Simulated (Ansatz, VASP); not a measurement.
## Hg in VASP and in Ansatz

```
CELL_PARAMETERS angstrom
-2.00760 2.00760 1.77522
2.00760 -2.00760 1.77522
2.00760 2.00760 -1.77522
ATOMIC_POSITIONS crystal
Hg 0.00000 0.00000 0.00000
```

Change from the starting cell: strain -0.030 along x and y, -0.015 along z, atoms carried along.

Alike in both runs: task single point; functional PBEsol; k mesh 18 × 18 × 18; occupations gaussian, width 0.15 eV; no spin polarisation.

|  | VASP | Ansatz |
| --- | --- | --- |
| version | VASP 6.6.1 | Ansatz 0.2.0 |
| potentials or method | VASP PAW PBE potentials, release 64 (Hg), cutoff 520 eV | scalar-relativistic, plane waves, PAW |
| valence electrons in the cell | 12 | 20 |

```tsv
	VASP	Ansatz	Ansatz less VASP
gap on the k mesh at the Fermi level (eV)	none	none	-
pressure (GPa)	-3.0	-3.1	-0.14
traceless stress, the component that is largest in VASP (GPa)	0.12	0.12	-0.003
```

VASP's potentials were made for PBE, not for PBEsol. A gap of «none» marks a metal or a gap that the smearing closes. VASP's potentials hold 12 valence electrons a cell and Ansatz's 20, so a difference there can come from the potentials and not from the codes.

Neither program's run includes spin-orbit coupling.
